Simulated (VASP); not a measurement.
# Ta (Im-3m) in VASP: a series of runs, part 2 of 2

VASP 6.6.1. The steps go on from the part before.

## Step 4: Single point, r2SCAN50

This run uses another cell than the first one, of 19.09 Å³/atom.

POSCAR reads:

```
Ta
1.0
   -1.6836662614      1.6836662614      1.6836662614
    1.6836662614     -1.6836662614      1.6836662614
    1.6836662614      1.6836662614     -1.6836662614
Ta
1
Direct
    0.0000000000      0.0000000000      0.0000000000
```

INCAR.step1 reads:

```
SYSTEM = Ta
ALGO     = Normal         ! electronic algorithm
EDIFF    = 1E-5           ! SCF threshold, eV
ENCUT    = 440            ! plane-wave cutoff, eV
GGA      = PE             ! functional
GGA_COMPAT= .FALSE.      
ISIF     = 2              ! what is computed and relaxed
ISMEAR   = -1             ! smearing method
LASPH    = .TRUE.         ! aspherical terms in the spheres
LCHARG   = .FALSE.        ! write CHGCAR
LREAL    = .FALSE.        ! projectors in reciprocal space
LWAVE    = .TRUE.         ! write WAVECAR
NBANDS   = 12             ! bands
NELM     = 120            ! most SCF steps
PREC     = Accurate       ! precision mode
SIGMA    = 0.05           ! smearing width, eV
```

INCAR.step2 reads:

```
SYSTEM = Ta
AEXX     = 0.5            ! exact-exchange fraction
ALGO     = Normal         ! electronic algorithm
EDIFF    = 1E-6           ! SCF threshold, eV
ENCUT    = 440            ! plane-wave cutoff, eV
GGA_COMPAT= .FALSE.      
ISIF     = 2              ! what is computed and relaxed
ISMEAR   = -1             ! smearing method
ISTART   = 1            
LASPH    = .TRUE.         ! aspherical terms in the spheres
LCHARG   = .FALSE.        ! write CHGCAR
LHFCALC  = .TRUE.         ! exact exchange
LMIXTAU  = .TRUE.       
LREAL    = .FALSE.        ! projectors in reciprocal space
LWAVE    = .FALSE.        ! write WAVECAR
METAGGA  = R2SCAN         ! meta-GGA
NBANDS   = 12             ! bands
NELM     = 120            ! most SCF steps
PREC     = Accurate       ! precision mode
PRECFOCK = Normal       
SIGMA    = 0.05           ! smearing width, eV
```

KPOINTS reads:

```
k-points
0
G
  6 6 6
  0 0 0
```

Potentials or basis: VASP PAW PBE potentials, release 64 (Ta_sv_GW).

Command:

```sh
$ cat potpaw_PBE.64/Ta_sv_GW/POTCAR > POTCAR
$ cp INCAR.step1 INCAR
$ mpirun -np 1 vasp_std > vasp.out
$ cp INCAR.step2 INCAR
$ mpirun -np 1 vasp_std > vasp.out
```

OUTCAR:

```text
SYSTEM = Ta
   AEXX = 0.5
   EDIFF = 1E-6
   ENCUT = 440
   ISIF = 2
   ISMEAR = -1
   ISTART = 1
   LASPH = .TRUE.
   LHFCALC = .TRUE.
   LREAL = .FALSE.
   METAGGA = R2SCAN
   NELM = 120
   PREC = Accurate
   PRECFOCK = Normal

 ion  position               nearest neighbor table
   1  0.000  0.000  0.000-

  LATTYP: Found a body centered cubic cell.
 ALAT       =     3.3673325228

  Lattice vectors:

 A1 = (  -1.6836662614,   1.6836662614,   1.6836662614)
 A2 = (   1.6836662614,  -1.6836662614,   1.6836662614)
 A3 = (   1.6836662614,   1.6836662614,  -1.6836662614)

Analysis of symmetry for initial positions (statically):
=====================================================================
 Subroutine PRICEL returns:
 Original cell was already a primitive cell.

 Routine SETGRP: Setting up the symmetry group for a
 body centered cubic supercell.

 Subroutine GETGRP returns: Found 48 space group operations
 (whereof 48 operations were pure point group operations)
 out of a pool of 48 trial point group operations.

The static configuration has the point symmetry O_h .

Analysis of symmetry for dynamics (positions and initial velocities):
=====================================================================
 Subroutine PRICEL returns:
 Original cell was already a primitive cell.

 Routine SETGRP: Setting up the symmetry group for a
 body centered cubic supercell.

 Subroutine GETGRP returns: Found 48 space group operations
 (whereof 48 operations were pure point group operations)
 out of a pool of 48 trial point group operations.

The dynamic configuration has the point symmetry O_h .

 Subroutine INISYM returns: Found 48 space group operations
 (whereof 48 operations are pure point group operations),
 and found     1 'primitive' translations

[... 115 lines left out ...]
   AEXX    =    0.5000 exact exchange contribution
   HFSCREEN=    0.0000 screening length (either q_TF or 0.3 A-1)
   HFSCREENC=   0.0000 screening length for correlation (either q_TF or 0.3 A-1)
   ENCUTFOCK=  -1.0 apply spherical cutoff to Coloumb kernel
   IVDW    =     0    specifies the selected vdW correction
   LEPSILON=     F    determine dielectric tensor
   LRPA    =     F    only Hartree local field effects (RPA)
 non-spin polarized calculation
  energy-cutoff  :      440.00
  volume of cell :       19.09
 maximum number of plane-waves:       418
  NGX = 16; NGY = 16; NGZ = 16

 number of electron      12.9999996 magnetization

 Free energy of the ion-electron system (eV)
  ---------------------------------------------------
  ext. energy  EPLUGINS =         0.00000000
  ---------------------------------------------------
  free energy    TOTEN  =       -38.72753732 eV

  energy without entropy =      -38.72018173  energy(sigma->0) =      -38.72385953

 E-fermi :   9.0028     XC(G=0):  -7.6090

 val. band max:        8.9772284720   @ k =  -0.3333   0.5000   0.1667
 cond. band min:       9.4820605265   @ k =   0.3333   0.0000   0.0000
 fundamental gap:      0.5048320545
 Fermi energy:         9.0027634395

 k-point     1 :       0.0000    0.0000    0.0000
  band No.  band energies     occupation
      1     -67.6329      2.00000
      2     -30.0635      2.00000
      3     -30.0635      2.00000
      4     -30.0635      2.00000
      5      -1.7870      2.00000
      6      11.7392      0.00000
      7      11.7392      0.00000
      8      11.7392      0.00000
      9      15.6699      0.00000
     10      15.6699      0.00000
     11      26.4846      0.00000
     12      26.4846      0.00000
[... 211 lines left out ...]
 k-point    16 :       0.5000    0.5000    0.5000
  band No.  band energies     occupation
      1     -67.4543      2.00000
      2     -30.9013      2.00000
      3     -30.9013      2.00000
      4     -30.9013      2.00000
      5       3.9610      2.00000
      6       3.9610      2.00000
      7      18.2702      0.00000
      8      18.2702      0.00000
      9      18.2702      0.00000
     10      19.6104      0.00000
     11      19.6104      0.00000
     12      19.6104      0.00000

------------------------ aborting loop because EDIFF is reached ----------------------------------------

  FORCE on cell =-STRESS in cart. coord.  units (eV):
  Direction    XX          YY          ZZ          XY          YZ          ZX
  --------------------------------------------------------------------------------------
  -------------------------------------------------------------------------------------
  Total       -3.5258651     -3.5258651     -3.5258651      0.0000000     -0.0000000      0.0000000
  in kB     -295.9022409   -295.9022409   -295.9022409      0.0000000     -0.0000000      0.0000000
  external PRESSURE =    -295.9022409 kB  Pullay stress =       0.0000000 kB

 VOLUME and BASIS-vectors are now :
 -----------------------------------------------------------------------------
  energy-cutoff  :      440.00
  volume of cell :       19.09
      direct lattice vectors                 reciprocal lattice vectors
    -1.683666261  1.683666261  1.683666261     0.000000000  0.296970968  0.296970968
     1.683666261 -1.683666261  1.683666261     0.296970968  0.000000000  0.296970968
     1.683666261  1.683666261 -1.683666261     0.296970968  0.296970968  0.000000000

 POSITION                                       TOTAL-FORCE (eV/Angst)
 -----------------------------------------------------------------------------------
      0.00000      0.00000      0.00000         0.000000     -0.000000      0.000000
 -----------------------------------------------------------------------------------
    total drift:                               -0.000000     -0.000000      0.000000

  FREE ENERGIE OF THE ION-ELECTRON SYSTEM (eV)
  ---------------------------------------------------
  free  energy   TOTEN  =       -38.7275373217 eV

  energy  without entropy=      -38.7201817335  energy(sigma->0) =      -38.72385953
```

OUTCAR.step1:

```text
SYSTEM = Ta
   EDIFF = 1E-5
   ENCUT = 440
   GGA = PE
   ISIF = 2
   ISMEAR = -1
   LASPH = .TRUE.
[... 445 lines left out ...]
 -----------------------------------------------------------------------------------
      0.00000      0.00000      0.00000         0.000000      0.000000     -0.000000
 -----------------------------------------------------------------------------------
    total drift:                                0.000000      0.000000      0.000000

  FREE ENERGIE OF THE ION-ELECTRON SYSTEM (eV)
  ---------------------------------------------------
  free  energy   TOTEN  =       -14.2243130706 eV

  energy  without entropy=      -14.2005533561  energy(sigma->0) =      -14.21243321
```

OSZICAR.step1:

```text
N       E                     dE             d eps       ncg     rms          rms(c)
DAV:   1     0.564017151621E+02    0.56402E+02   -0.66941E+03   392   0.896E+02
DAV:   2    -0.133752043744E+02   -0.69777E+02   -0.67404E+02   452   0.246E+02
DAV:   3    -0.150942825420E+02   -0.17191E+01   -0.17121E+01   468   0.354E+01
DAV:   4    -0.151087414172E+02   -0.14459E-01   -0.14458E-01   424   0.413E+00
DAV:   5    -0.151090256394E+02   -0.28422E-03   -0.28422E-03   468   0.421E-01    0.829E+01
DAV:   6    -0.143968599459E+02    0.71217E+00   -0.71132E-01   408   0.760E+00    0.540E+01
DAV:   7    -0.142881613699E+02    0.10870E+00   -0.11010E+00   412   0.893E+00    0.480E+00
DAV:   8    -0.142257318123E+02    0.62430E-01   -0.24758E-01   408   0.463E+00    0.552E+00
DAV:   9    -0.142250433695E+02    0.68844E-03   -0.18326E-03   400   0.427E-01    0.419E+00
DAV:  10    -0.142252223367E+02   -0.17897E-03   -0.87950E-03   400   0.812E-01    0.365E+00
DAV:  11    -0.142243090794E+02    0.91326E-03   -0.21960E-03   392   0.447E-01    0.904E-01
DAV:  12    -0.142243130706E+02   -0.39912E-05   -0.26910E-05   436   0.427E-02
   1 F= -.14224313E+02 E0= -.14212433E+02  d E =-.237597E-01
```

It took 18 min on 1 thread of Intel Xeon Platinum 8259CL at 2.50GHz (Skylake/Cascade Lake), shared host; peak memory 0.14 GiB.

Results:

| Item | Value |
| --- | --- |
| Free energy | -38.7275 eV |
| Pressure | -29.6 GPa |
| Band gap on the k mesh | zero (an odd number of electrons rules out a gap without spin polarisation) |

Caveat: the k points lie up to 0.44 Å⁻¹ apart, too coarse for converged energies and pressures of a metal; the PAW data sets were made with another functional, which shifts forces and pressure a little; spin-orbit coupling is left out, which moves the levels of the heavy elements.

## Step 5: Summary

| level | cell | cutoff (eV) | share of exact exchange | screening parameter | gap on the mesh (eV) | pressure (GPa) |
| --- | --- | --- | --- | --- | --- | --- |
| HSE06 | a = 2.802 Å, angles 109.5°, 1 atom | 400 | 0.25 | 0.2079 1/Å | none | 14.4 |
| HSE06 | a = 2.916 Å, angles 109.5°, 1 atom | 400 | 0.25 | 0.2079 1/Å | none | -10.9 |
| r2SCAN50 | a = 2.916 Å, angles 109.5°, 1 atom | 440 | 0.5 | - | none | -29.6 |

Alike in all rows: task single point; potentials or basis VASP PAW PBE potentials, release 64 (Ta_sv_GW); no spin polarisation; k mesh 6 × 6 × 6; smearing fermi-dirac 0.05 eV.

Caveats: all runs use coarse meshes; the PAW data sets were made with another functional, which shifts forces and pressure a little; spin-orbit coupling is left out, which moves the levels of the heavy elements.

Absolute energies hang on the potentials; compare differences alone.

The gap in the log of VASP goes by the Fermi energy; the results here count the filled bands.